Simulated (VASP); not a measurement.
# CdF2 (Fm-3m) in VASP: notebook, part 3 of 3

VASP 6.6.1.

## 6. Single point, PBEsol

INCAR reads:

```
PREC     = Accurate       # precision mode
ENCUT    = 520            # plane-wave cutoff, eV
EDIFF    = 1E-7           # SCF threshold, eV
ISMEAR   = 0              # smearing method
SIGMA    = 0.005          # smearing width, eV
LREAL    = F              # projectors in reciprocal space
LASPH    = T              # aspherical terms in the spheres
NELM     = 100            # most SCF steps
ALGO     = Normal         # electronic algorithm
ISIF     = 2              # what is computed and relaxed
LWAVE    = F              # write WAVECAR
LCHARG   = T              # write CHGCAR
GGA      = PS             # functional
LELF     = T              # ELF
LVHAR    = T            
NBANDS   = 20             # bands
```

KPOINTS reads:

```
Automatic mesh
0
Gamma
  7 7 7
```

POSCAR reads:

```
CdF2
1.0
    0.0000000000      2.6940000000      2.6940000000
    2.6940000000      0.0000000000      2.6940000000
    2.6940000000      2.6940000000      0.0000000000
Cd F
1 2
Direct
    0.0000000000      0.0000000000      0.0000000000
    0.7500000000      0.7500000000      0.7500000000
    0.2500000000      0.2500000000      0.2500000000
```

Potentials or basis: VASP PAW PBE potentials, release 64 (Cd, F).

Launch:

```console
cat potpaw_PBE.64/Cd/POTCAR potpaw_PBE.64/F/POTCAR > POTCAR
mpirun -np 1 vasp_std > vasp.out
```

OUTCAR:

```text
PREC = Accurate
   ENCUT = 520
   EDIFF = 1E-7
   ISMEAR = 0
   LREAL = F
   LASPH = T
   NELM = 100
   ISIF = 2
   GGA = PS

 ion  position               nearest neighbor table
   1  0.000  0.000  0.000-   2 2.33   2 2.33   2 2.33   2 2.33   3 2.33   3 2.33   3 2.33   3 2.33

   2  0.750  0.750  0.750-   1 2.33   1 2.33   1 2.33   1 2.33
   3  0.250  0.250  0.250-   1 2.33   1 2.33   1 2.33   1 2.33

  LATTYP: Found a face centered cubic cell.
 ALAT       =     5.3880000000

  Lattice vectors:

 A1 = (   0.0000000000,   2.6940000000,   2.6940000000)
 A2 = (   2.6940000000,   0.0000000000,   2.6940000000)
 A3 = (   2.6940000000,   2.6940000000,   0.0000000000)

Analysis of symmetry for initial positions (statically):
=====================================================================
 Subroutine PRICEL returns:
 Original cell was already a primitive cell.

 Routine SETGRP: Setting up the symmetry group for a
 face centered cubic supercell.

 Subroutine GETGRP returns: Found 48 space group operations
 (whereof 48 operations were pure point group operations)
[... 157 lines left out ...]
  free energy    TOTEN  =       -11.59305264 eV

  energy without entropy =      -11.59305264  energy(sigma->0) =      -11.59305264

 E-fermi :  -1.3860     XC(G=0): -10.7080

 val. band max:       -1.5026612535   @ k =  -0.2857   0.4286   0.1429
 cond. band min:       1.4596899190   @ k =   0.0000   0.0000   0.0000
 fundamental gap:      2.9623511724
 Fermi energy:        -1.3860210972

 k-point     1 :       0.0000    0.0000    0.0000
  band No.  band energies     occupation
      1     -22.1605      2.00000
      2     -21.0249      2.00000
      3      -7.0716      2.00000
      4      -7.0716      2.00000
      5      -7.0716      2.00000
      6      -5.8198      2.00000
[... 449 lines left out ...]
     19      17.7499      0.00000
     20      19.7157      0.00000

------------------------ aborting loop because EDIFF is reached ----------------------------------------

  FORCE on cell =-STRESS in cart. coord.  units (eV):
  Direction    XX          YY          ZZ          XY          YZ          ZX
  --------------------------------------------------------------------------------------
  -------------------------------------------------------------------------------------
  Total        0.1297566      0.1297566      0.1297566     -0.0000000     -0.0000000     -0.0000000
  in kB        5.3163966      5.3163966      5.3163966     -0.0000000     -0.0000000     -0.0000000
  external PRESSURE =       5.3163966 kB  Pullay stress =       0.0000000 kB

 VOLUME and BASIS-vectors are now :
 -----------------------------------------------------------------------------
  energy-cutoff  :      520.00
  volume of cell :       39.10
      direct lattice vectors                 reciprocal lattice vectors
     0.000000000  2.694000000  2.694000000    -0.185597624  0.185597624  0.185597624
     2.694000000  0.000000000  2.694000000     0.185597624 -0.185597624  0.185597624
     2.694000000  2.694000000  0.000000000     0.185597624  0.185597624 -0.185597624

 POSITION                                       TOTAL-FORCE (eV/Angst)
 -----------------------------------------------------------------------------------
      0.00000      0.00000      0.00000         0.000000      0.000000      0.000000
      4.04100      4.04100      4.04100        -0.000000     -0.000000      0.000000
      1.34700      1.34700      1.34700         0.000000      0.000000     -0.000000
 -----------------------------------------------------------------------------------
    total drift:                                0.000000      0.000000      0.000000

  FREE ENERGIE OF THE ION-ELECTRON SYSTEM (eV)
  ---------------------------------------------------
  free  energy   TOTEN  =       -11.5930526414 eV

  energy  without entropy=      -11.5930526414  energy(sigma->0) =      -11.59305264
```

OSZICAR:

```text
N       E                     dE             d eps       ncg     rms          rms(c)
DAV:   1     0.195084968907E+03    0.19508E+03   -0.15573E+04   832   0.131E+03
DAV:   2    -0.454563669232E+01   -0.19963E+03   -0.19244E+03   880   0.346E+02
DAV:   3    -0.129845571002E+02   -0.84389E+01   -0.84145E+01   920   0.766E+01
DAV:   4    -0.130223891199E+02   -0.37832E-01   -0.37829E-01   856   0.528E+00
DAV:   5    -0.130225208437E+02   -0.13172E-03   -0.13172E-03   920   0.279E-01    0.948E+00
DAV:   6    -0.115858578279E+02    0.14367E+01   -0.32237E+00  1028   0.351E+01    0.728E+00
DAV:   7    -0.116135668160E+02   -0.27709E-01   -0.73192E-01   840   0.758E+00    0.425E+00
DAV:   8    -0.116020272530E+02    0.11540E-01   -0.14343E-01   824   0.348E+00    0.701E-01
DAV:   9    -0.115924098635E+02    0.96174E-02   -0.32429E-02   940   0.223E+00    0.959E-02
DAV:  10    -0.115929204629E+02   -0.51060E-03   -0.32915E-03   832   0.556E-01    0.103E-01
DAV:  11    -0.115930247273E+02   -0.10426E-03   -0.11002E-04   876   0.108E-01    0.442E-02
DAV:  12    -0.115930492948E+02   -0.24567E-04   -0.84662E-05   828   0.765E-02    0.195E-02
DAV:  13    -0.115930525878E+02   -0.32931E-05   -0.82219E-06   860   0.291E-02    0.712E-03
DAV:  14    -0.115930526414E+02   -0.53536E-07   -0.42004E-07   848   0.869E-03
   1 F= -.11593053E+02 E0= -.11593053E+02  d E =0.000000E+00
```

stdout:

```text
POSCAR found type information on POSCAR CdF
 POSCAR found :  2 types and       3 ions
 scaLAPACK will be used
 -----------------------------------------------------------------------------
|                                                                             |
|                                                                             |
|     You enforced a specific xc type in the INCAR file but a different       |
|     I HOPE YOU KNOW WHAT YOU ARE DOING!                                     |
|                                                                             |
 -----------------------------------------------------------------------------

 LDA part: xc-table for (Slater+PW92), standard interpolation
 POSCAR, INCAR and KPOINTS ok, starting setup
 FFT: planning ... GRIDC
 FFT: planning ... GRID_SOFT
 FFT: planning ... GRID
 WAVECAR not read
 entering main loop
```

It took 17 s on 1 thread of AMD EPYC 7R43 (Zen 3), shared host; peak memory 0.12 GiB.

What came out:

```
Free energy            : -11.5931 eV
Pressure               : 0.5 GPa
Band gap on the k mesh : 2.96 eV (least direct gap 3.39 eV)
```

Caveat: the PAW data sets were made with another functional, which shifts forces and pressure a little; an odd mesh through Γ misses points on the zone boundary, where band edges can lie.

## 7. Summary

```tsv
level	potentials or basis	k mesh	smearing	gap on the mesh (eV)	pressure (GPa)
LDA	VASP PAW LDA potentials, release 64 (Cd, F)	9 × 9 × 9	fermi-dirac 0.05 eV	2.83	-4.7
PBEsol	VASP PAW PBE potentials, release 64 (Cd, F)	7 × 7 × 7	gaussian 0.05 eV	2.96	0.5
PBEsol	VASP PAW PBE potentials, release 64 (Cd, F)	7 × 7 × 7	gaussian 0.025 eV	2.96	0.5
PBEsol	VASP PAW PBE potentials, release 64 (Cd, F)	7 × 7 × 7	gaussian 0.01 eV	2.96	0.5
PBEsol	VASP PAW PBE potentials, release 64 (Cd, F)	7 × 7 × 7	gaussian 0.005 eV	2.96	0.5
```

Alike in all rows: task single point; no spin polarisation; cell as given; cutoff (eV) 520.

Caveats: an odd mesh through Γ misses points on the zone boundary, where band edges can lie; the PAW data sets were made with another functional, which shifts forces and pressure a little (at least some runs); the cell stands under tension (at least some runs).

Absolute energies hang on the potentials; compare differences alone.
